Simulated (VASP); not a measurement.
# P (Cmce) in VASP: notebook, part 2 of 2

VASP 6.6.1.

### 4 Single point, PBEsol+D3(BJ) (16.35 Å³/atom)

This run uses another cell than the first one, of 16.35 Å³/atom.

File INCAR:

```
PREC     = Accurate       # precision mode
ENCUT    = 520            # plane-wave cutoff, eV
EDIFF    = 1E-6           # SCF threshold, eV
ISMEAR   = 0              # smearing method
SIGMA    = 0.1            # smearing width, eV
LREAL    = F              # projectors in reciprocal space
LASPH    = T              # aspherical terms in the spheres
NELM     = 100            # most SCF steps
ALGO     = Normal         # electronic algorithm
ISIF     = 2              # what is computed and relaxed
LWAVE    = F              # write WAVECAR
LCHARG   = T              # write CHGCAR
GGA      = PS             # functional
IVDW     = 12             # dispersion correction
LELF     = T              # ELF
LVHAR    = T            
NBANDS   = 18             # bands
```

File KPOINTS:

```
Automatic mesh
0
Gamma
  14 14 12
```

File POSCAR:

```
P
1.0
    1.6726052707     -4.9965658248      0.0000000000
    1.6726052707      4.9965658248      0.0000000000
    0.0000000000      0.0000000000      3.9120967153
P
4
Direct
    0.8901698642      0.1098301358      0.0607981950
    0.6098301358      0.3901698642      0.5607981950
    0.1098301358      0.8901698642      0.9392018050
    0.3901698642      0.6098301358      0.4392018050
```

Potentials or basis: VASP PAW PBE potentials, release 64 (P).

Started as:

```bash
$ cat potpaw_PBE.64/P/POTCAR > POTCAR
$ mpirun -np 1 vasp_std > vasp.out
```

OUTCAR:

```text
PREC = Accurate
   ENCUT = 520
   EDIFF = 1E-6
   ISMEAR = 0
   LREAL = F
   LASPH = T
   NELM = 100
   ISIF = 2
   GGA = PS
   IVDW = 12
 IVDW          = 12

 ion  position               nearest neighbor table
   1  0.890  0.110  0.061-   4 2.23   4 2.23   3 2.25   4 2.95   4 2.95
   2  0.610  0.390  0.561-   3 2.23   3 2.23   4 2.25   3 2.95   3 2.95
   3  0.110  0.890  0.939-   2 2.23   2 2.23   1 2.25   2 2.95   2 2.95
   4  0.390  0.610  0.439-   1 2.23   1 2.23   2 2.25   1 2.95   1 2.95

[... 708 lines left out ...]
 E8    (eV) :    -0.8187

  FORCE on cell =-STRESS in cart. coord.  units (eV):
  Direction    XX          YY          ZZ          XY          YZ          ZX
  --------------------------------------------------------------------------------------
  -------------------------------------------------------------------------------------
  Total      -0.45504    -0.47167    -0.43086     0.00000     0.00000     0.00000
  in kB     -11.14953   -11.55692   -10.55706     0.00000     0.00000     0.00000
  external pressure =      -11.09 kB  Pullay stress =        0.00 kB

 VOLUME and BASIS-vectors are now :
 -----------------------------------------------------------------------------
  energy-cutoff  :      520.00
  volume of cell :       65.39
      direct lattice vectors                 reciprocal lattice vectors
     1.672605271 -4.996565825  0.000000000     0.298934847 -0.100068731  0.000000000
     1.672605271  4.996565825  0.000000000     0.298934847  0.100068731  0.000000000
     0.000000000  0.000000000  3.912096715     0.000000000  0.000000000  0.255617402

 POSITION                                       TOTAL-FORCE (eV/Angst)
 -----------------------------------------------------------------------------------
      1.67261     -3.89902      0.23785         0.000000     -0.024449      0.027233
      1.67261     -1.09755      2.19390         0.000000      0.024449      0.027233
      1.67261      3.89902      3.67425         0.000000      0.024449     -0.027233
      1.67261      1.09755      1.71820         0.000000     -0.024449     -0.027233
 -----------------------------------------------------------------------------------
    total drift:                                0.000000      0.000000      0.000000

  FREE ENERGIE OF THE ION-ELECTRON SYSTEM (eV)
  ---------------------------------------------------
  free  energy   TOTEN  =       -24.3774897934 eV

  energy  without entropy=      -24.3757547746  energy(sigma->0) =      -24.37662228
```

OSZICAR:

```text
N       E                     dE             d eps       ncg     rms          rms(c)
DAV:   1     0.511020930912E+02    0.51102E+02   -0.85293E+03 14364   0.962E+02
DAV:   2    -0.199407185804E+02   -0.71043E+02   -0.68369E+02 19114   0.151E+02
DAV:   3    -0.231268040566E+02   -0.31861E+01   -0.31585E+01 18930   0.312E+01
DAV:   4    -0.231547751352E+02   -0.27971E-01   -0.27948E-01 18736   0.355E+00
DAV:   5    -0.231550966671E+02   -0.32153E-03   -0.32148E-03 18374   0.366E-01    0.103E+01
DAV:   6    -0.230447960654E+02    0.11030E+00   -0.49626E-02 17398   0.128E+00    0.602E+00
DAV:   7    -0.229972191136E+02    0.47577E-01   -0.84418E-02 17650   0.160E+00    0.275E-01
DAV:   8    -0.229967727602E+02    0.44635E-03   -0.10129E-02 16312   0.605E-01    0.191E-01
DAV:   9    -0.229967575229E+02    0.15237E-04   -0.53277E-04 18580   0.129E-01    0.894E-02
DAV:  10    -0.229967407557E+02    0.16767E-04   -0.62164E-05 17936   0.414E-02    0.398E-02
DAV:  11    -0.229967425206E+02   -0.17649E-05   -0.93895E-06 17540   0.187E-02    0.726E-03
DAV:  12    -0.229967426508E+02   -0.13025E-06   -0.31165E-07  8910   0.352E-03
   1 F= -.24377490E+02 E0= -.24376622E+02  d E =-.173502E-02
```

stdout:

```text
POSCAR found type information on POSCAR P
 POSCAR found :  1 types and       4 ions
 scaLAPACK will be used
 -----------------------------------------------------------------------------
|                                                                             |
|                                                                             |
|     You enforced a specific xc type in the INCAR file but a different       |
|     I HOPE YOU KNOW WHAT YOU ARE DOING!                                     |
|                                                                             |
 -----------------------------------------------------------------------------

 LDA part: xc-table for (Slater+PW92), standard interpolation
 POSCAR, INCAR and KPOINTS ok, starting setup
 FFT: planning ... GRIDC
 FFT: planning ... GRID_SOFT
 FFT: planning ... GRID
 WAVECAR not read
 entering main loop
```

It took 7.4 min on 1 thread of Intel Xeon Platinum 8375C at 2.90GHz (Ice Lake), shared host; peak memory 0.45 GiB.

Results:

- Free energy: -24.3775 eV
- Pressure: -1.1 GPa
- Largest force: 0.037 eV/Å
- Band gap on the k mesh: zero (bands 10 and 11 overlap by 0.51 eV)
- Dispersion energy per atom: -0.345 eV

Forces on the atoms (eV/Å):
```
P    0.000 -0.024  0.027
P    0.000  0.024  0.027
P    0.000  0.024 -0.027
P    0.000 -0.024 -0.027
```

Stress tensor (GPa, compression positive):
```
-1.11  0.00  0.00
 0.00 -1.16  0.00
 0.00  0.00 -1.06
```

Caveat: the PAW data sets were made with another functional, which shifts forces and pressure a little.

### 5 Single point, PBEsol+D3(BJ) (16.82 Å³/atom)

This run uses another cell than the first one, of 16.82 Å³/atom.

File INCAR:

```
ALGO     = Normal         # electronic algorithm
EDIFF    = 1E-6           # SCF threshold, eV
ENCUT    = 520            # plane-wave cutoff, eV
GGA      = PS             # functional
ISIF     = 2              # what is computed and relaxed
ISMEAR   = 0              # smearing method
IVDW     = 12             # dispersion correction
LASPH    = True           # aspherical terms in the spheres
LCHARG   = False          # write CHGCAR
LREAL    = False          # projectors in reciprocal space
LWAVE    = False          # write WAVECAR
NBANDS   = 18             # bands
NELM     = 60             # most SCF steps
PREC     = Accurate       # precision mode
SIGMA    = 0.1            # smearing width, eV
```

File KPOINTS:

```
k-points
0
Gamma
  14 14 12
```

File POSCAR:

```
P
1.0
    1.6684641099     -5.0411122564      0.0000000000
    1.6684641099      5.0411122564      0.0000000000
    0.0000000000      0.0000000000      4.0003690640
P
4
Direct
    0.8915066811      0.1084933189      0.0648046530
    0.6084933189      0.3915066811      0.5648046530
    0.1084933189      0.8915066811      0.9351953470
    0.3915066811      0.6084933189      0.4351953470
```

Potentials or basis: VASP PAW PBE potentials, release 64 (P).

Started as:

```bash
$ cat potpaw_PBE.64/P/POTCAR > POTCAR
$ mpirun -np 1 vasp_std > vasp.out
```

OUTCAR:

```text
EDIFF = 1E-6
   ENCUT = 520
   GGA = PS
   ISIF = 2
   ISMEAR = 0
   IVDW = 12
   LASPH = True
   LREAL = False
   NELM = 60
   PREC = Accurate
 IVDW          = 12

 ion  position               nearest neighbor table
   1  0.892  0.108  0.065-   4 2.23   4 2.23   3 2.25
   2  0.608  0.392  0.565-   3 2.23   3 2.23   4 2.25
   3  0.108  0.892  0.935-   2 2.23   2 2.23   1 2.25
   4  0.392  0.608  0.435-   1 2.23   1 2.23   2 2.25

  LATTYP: Found a base centered orthorhombic cell.
 ALAT       =     3.3369282198
 B/A-ratio  =     3.0214088673
 C/A-ratio  =     1.1988178350

  Lattice vectors:

 A1 = (   1.6684641099,  -5.0411122564,   0.0000000000)
 A2 = (   1.6684641099,   5.0411122564,   0.0000000000)
 A3 = (   0.0000000000,   0.0000000000,   4.0003690640)

Analysis of symmetry for initial positions (statically):
=====================================================================
 Subroutine PRICEL returns:
 Original cell was already a primitive cell.

 Routine SETGRP: Setting up the symmetry group for a
 base centered orthorhombic supercell.

 Subroutine GETGRP returns: Found  8 space group operations
 (whereof  4 operations were pure point group operations)
 out of a pool of  8 trial point group operations.

The static configuration has the point symmetry C_2h.
 The point group associated with its full space group is D_2h.

Analysis of symmetry for dynamics (positions and initial velocities):
=====================================================================
 Subroutine PRICEL returns:
 Original cell was already a primitive cell.

 Routine SETGRP: Setting up the symmetry group for a
 base centered orthorhombic supercell.

 Subroutine GETGRP returns: Found  8 space group operations
 (whereof  4 operations were pure point group operations)
 out of a pool of  8 trial point group operations.

The dynamic configuration has the point symmetry C_2h.
 The point group associated with its full space group is D_2h.

 Subroutine INISYM returns: Found  8 space group operations
 (whereof  4 operations are pure point group operations),
 and found     1 'primitive' translations

----------------------------------------------------------------------------------------

                                     Primitive cell

  volume of cell :      67.2935

  direct lattice vectors                    reciprocal lattice vectors
     1.668464110 -5.041112256  0.000000000     0.299676809 -0.099184461  0.000000000
     1.668464110  5.041112256  0.000000000     0.299676809  0.099184461  0.000000000
     0.000000000  0.000000000  4.000369064     0.000000000  0.000000000  0.249976936

  length of vectors
     5.310045694  5.310045694  4.000369064     0.315663978  0.315663978  0.249976936

  position of ions in fractional coordinates (direct lattice)
     0.891506681  0.108493319  0.064804653
     0.608493319  0.391506681  0.564804653
     0.108493319  0.891506681  0.935195347
     0.391506681  0.608493319  0.435195347

  ion indices of the primitive-cell ions
   primitive index   ion index
                 1           1
                 2           2
                 3           3
                 4           4

[... 28 lines left out ...]
  0.000000  0.000000  0.000000      1.000000
  0.071429  0.000000  0.000000      4.000000
  0.142857  0.000000  0.000000      4.000000
  0.214286  0.000000  0.000000      4.000000
  0.285714  0.000000  0.000000      4.000000
  0.357143  0.000000  0.000000      4.000000
[... 16 lines left out ...]
  0.214286  0.142857  0.000000      4.000000
  0.285714  0.142857  0.000000      4.000000
 [... further k-points ...]
   k-points           NKPTS =    399   k-points in BZ     NKDIM =    399   number of bands    NBANDS=     18
   number of dos      NEDOS =    301   number of ions     NIONS =      4
   total plane-waves  NPLWV =  48000
   dimension x,y,z NGX =    40 NGY =   40 NGZ =   30
   dimension x,y,z NGXF=    80 NGYF=   80 NGZF=   60
   ions per type =               4
   NGX,Y,Z   is equivalent  to a cutoff of  12.52, 12.52, 12.47 a.u.
   NGXF,Y,Z  is equivalent  to a cutoff of  25.05, 25.05, 24.93 a.u.
 SYSTEM =  unknown system
   PREC   = accura    normal or accurate (medium, high low for compatibility)
   ISTART =      0    job   : 0-new  1-cont  2-samecut
   ICHARG =      2    charge: 1-file 2-atom 10-const
   ISPIN  =      1    spin polarized calculation?
   LNONCOLLINEAR =      F non collinear calculations
   LSORBIT =      F    spin-orbit coupling
   LASPH  =      T    aspherical Exc in radial PAW
   ENCUT  =  520.0 eV  38.22 Ry    6.18 a.u.   9.87  9.87  7.44*2*pi/ulx,y,z
   NELM   =     60;   NELMIN=  2; NELMDL= -5     # of ELM steps
   EDIFF  = 0.1E-05   stopping-criterion for ELM
   LREAL  =      F    real-space projection
   EDIFFG = 0.1E-04   stopping-criterion for IOM
   NSW    =      0    number of steps for IOM
   IBRION =     -1    ionic relax: 0-MD 1-quasi-New 2-CG
   NFREE  =      0    steps in history (QN), initial steepest desc. (CG)
   ISIF   =      2    stress and relaxation
   ISYM   =      2    0-nonsym 1-usesym 2-fastsym
   POTIM  = 0.5000    time-step for ionic-motion
   TEBEG  =    0.0;   TEEND  =   0.0 temperature during run
   PSTRESS=    0.0 pullay stress
   NELECT =      20.0000    total number of electrons
   NUPDOWN=      -1.0000    fix difference up-down
   EMIN   =  10.00;   EMAX   =-10.00  energy-range for DOS
   EFERMI =   0.00;   METHOD = LEGACY
   ISMEAR =     0;   SIGMA  =   0.10  broadening in eV -4-tet -1-fermi 0-gaus
   EFERMI_NEDOS =   21; number of points for ismear=-14 and -15
   IALGO  =     38    algorithm
   IMIX   =      4    mixing-type and parameters
     AMIX     =   0.40;   BMIX     =  1.00
     AMIX_MAG =   1.60;   BMIX_MAG =  1.00
  volume/ion in A,a.u.               =      16.82       113.53
  Fermi-wavevector in a.u.,A,eV,Ry     =   1.092514  2.064552 16.239739  1.193587
  Thomas-Fermi vector in A             =   2.228781
   LORBIT       =      0    0 simple, 1 ext, 2 COOP (PROOUT), +10 PAW based schemes
   GGA     = PS    functional components
   LHFCALC =     F    Hartree Fock is set to
   AEXX    =    0.0000 exact exchange contribution
   IVDW    =    12    specifies the selected vdW correction
   LEPSILON=     F    determine dielectric tensor
   LRPA    =     F    only Hartree local field effects (RPA)
 non-spin polarized calculation
 Gauss-broadening in eV      SIGMA  =   0.10
  energy-cutoff  :      520.00
  volume of cell :       67.29
 maximum number of plane-waves:      1832
   NGX = 19   NGY = 19   NGZ = 15

 number of electron      20.0000000 magnetization

 Free energy of the ion-electron system (eV)
  ---------------------------------------------------
  ext. energy  EPLUGINS =         0.00000000
  ---------------------------------------------------
  free energy    TOTEN  =       -23.02280835 eV

  energy without entropy =      -23.02078796  energy(sigma->0) =      -23.02179816

 E-fermi :   7.8913     XC(G=0): -10.6424

 val. band max:        7.8834253059   @ k =  -0.4286   0.4286   0.3333
 cond. band min:       7.9002190993   @ k =   0.4286   0.4286   0.0833
 fundamental gap:      0.0167937934
 Fermi energy:         7.8912856639

 k-point     1 :       0.0000    0.0000    0.0000
  band No.  band energies     occupation
      1      -8.2948      2.00000
      2      -4.6791      2.00000
      3      -0.8965      2.00000
      4       0.2832      2.00000
      5       2.5818      2.00000
      6       3.6677      2.00000
[... 481 lines left out ...]
      5       2.1686      2.00000
      6       3.1435      2.00000
[... 10 lines left out ...]
     17      14.3339      0.00000
     18      15.7441      0.00000

 [... further k-points ...]

------------------------ aborting loop because EDIFF is reached ----------------------------------------

 Edisp (eV)   -1.34058

 E8    (eV) :    -0.7948

  FORCE on cell =-STRESS in cart. coord.  units (eV):
  Direction    XX          YY          ZZ          XY          YZ          ZX
  --------------------------------------------------------------------------------------
  -------------------------------------------------------------------------------------
  Total      -0.75898    -0.81320    -0.73929     0.00000    -0.00000     0.00000
  in kB     -18.07035   -19.36128   -17.60171     0.00000    -0.00000     0.00000
  external pressure =      -18.34 kB  Pullay stress =        0.00 kB

 VOLUME and BASIS-vectors are now :
 -----------------------------------------------------------------------------
  energy-cutoff  :      520.00
  volume of cell :       67.29
      direct lattice vectors                 reciprocal lattice vectors
     1.668464110 -5.041112256  0.000000000     0.299676809 -0.099184461  0.000000000
     1.668464110  5.041112256  0.000000000     0.299676809  0.099184461  0.000000000
     0.000000000  0.000000000  4.000369064     0.000000000  0.000000000  0.249976936

 POSITION                                       TOTAL-FORCE (eV/Angst)
 -----------------------------------------------------------------------------------
      1.66846     -3.94726      0.25924         0.000000     -0.025032      0.027689
      1.66846     -1.09385      2.25943         0.000000      0.025032      0.027689
      1.66846      3.94726      3.74113         0.000000      0.025032     -0.027689
      1.66846      1.09385      1.74094         0.000000     -0.025032     -0.027689
 -----------------------------------------------------------------------------------
    total drift:                                0.000000     -0.000000      0.000000

  FREE ENERGIE OF THE ION-ELECTRON SYSTEM (eV)
  ---------------------------------------------------
  free  energy   TOTEN  =       -24.3633837308 eV

  energy  without entropy=      -24.3613633434  energy(sigma->0) =      -24.36237354
```

It took 6.8 min on 1 thread of Intel Xeon Platinum 8375C at 2.90GHz (Ice Lake), shared host; peak memory 0.45 GiB.

What came out:

| Property | Result |
| --- | --- |
| Free energy | -24.3634 eV |
| Pressure | -1.8 GPa |
| Largest force | 0.037 eV/Å |
| Band gap on the k mesh | zero (bands 10 and 11 overlap by 0.37 eV) |
| Dispersion energy per atom | -0.335 eV |

Forces in eV/Å, atoms in the order of the input:
```
P    0.000 -0.025  0.028
P    0.000  0.025  0.028
P    0.000  0.025 -0.028
P    0.000 -0.025 -0.028
```

Levels at points of the mesh, in eV from the Fermi level:
```csv
k point,band 7,band 8,band 9,band 10,band 11,band 12,band 13,band 14
"(0.00, 0.00, 0.00)",-3.90,-2.86,-2.81,-1.29,1.21,1.33,1.82,3.77
"(0.50, 0.00, 0.00)",-3.08,-3.08,-2.62,-2.62,0.57,0.57,1.18,1.18
"(0.50, 0.50, 0.00)",-4.58,-2.16,-2.09,-0.73,0.28,0.79,2.53,3.43
"(0.00, 0.00, 0.50)",-3.06,-3.06,-0.63,-0.63,1.42,1.42,1.82,1.82
"(0.50, 0.00, 0.50)",-5.92,-5.92,-2.25,-2.25,1.46,1.46,5.45,5.45
"(0.50, 0.50, 0.50)",-2.37,-2.37,-1.05,-1.05,1.15,1.15,2.50,2.50
```

Caveat: the PAW data sets were made with another functional, which shifts forces and pressure a little.

### 6 The runs side by side

```csv
cell,gap on the mesh (eV),pressure (GPa),largest force (eV/Å)
"a = 5.174, b = 5.174, c = 3.751 Å, angles 90.0, 90.0, 142.2°, 4 atoms, atomic positions A",none,1.3,0.04
"a = 5.224, b = 5.224, c = 3.831 Å, angles 90.0, 90.0, 142.6°, 4 atoms, atomic positions B",none,0.0,0.04
"a = 5.269, b = 5.269, c = 3.912 Å, angles 90.0, 90.0, 143.0°, 4 atoms, atomic positions C",none,-1.1,0.04
"a = 5.310, b = 5.310, c = 4.000 Å, angles 90.0, 90.0, 143.4°, 4 atoms, atomic positions D",none,-1.8,0.04
```

Alike in all rows: task single point; level PBEsol+D3(BJ); potentials or basis VASP PAW PBE potentials, release 64 (P); no spin polarisation; k mesh 14 × 14 × 12; cutoff (eV) 520; smearing gaussian 0.1 eV.

Caveats: the PAW data sets were made with another functional, which shifts forces and pressure a little.

Total energies depend on the potentials used, so only differences within one code and one set of settings carry meaning.
